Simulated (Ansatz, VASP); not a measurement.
Mg in VASP and in Ansatz

```
Mg
1.0
     3.17683    0.00000    0.00000
    -1.58841    2.75121    0.00000
     0.00000    0.00000   10.31886
Mg
4
Direct
  0.66667 0.33333 0.75000
  0.00000 0.00000 0.50000
  0.33333 0.66667 0.25000
  0.00000 0.00000 0.00000
```

Alike in both runs: task relaxation of cell and atoms; functional LDA; k mesh 10 × 10 × 3; occupations fermi-dirac, width 0.05 eV; no spin polarisation.

```csv
,VASP,Ansatz
version,VASP 6.6.1,Ansatz 0.2.0
potentials or method,"VASP PAW LDA potentials, release 64 (Mg)",Ansatz PAW
plane-wave cutoff (eV),600,420
valence electrons in the cell,8,40
```

Ansatz gave:

* relaxed volume (Å³/atom): 21.75
* relaxed length of the cell vector where the two differ most in proportion (Å): 10.309

Which values does VASP return?

Relaxed volume (Å³/atom): 21.56; relaxed length of the cell vector where the two differ most in proportion (Å): 10.275.

LDA's correlation is that of Perdew and Zunger in VASP and of Perdew and Wang (1992) in Ansatz. VASP's potentials hold 8 valence electrons a cell and Ansatz's 40, so a difference there can come from the potentials and not from the codes.

Noted on Ansatz's run: the plane-wave basis is chosen anew once the cell has moved, so the energies of steps on either side of that aren't comparable.
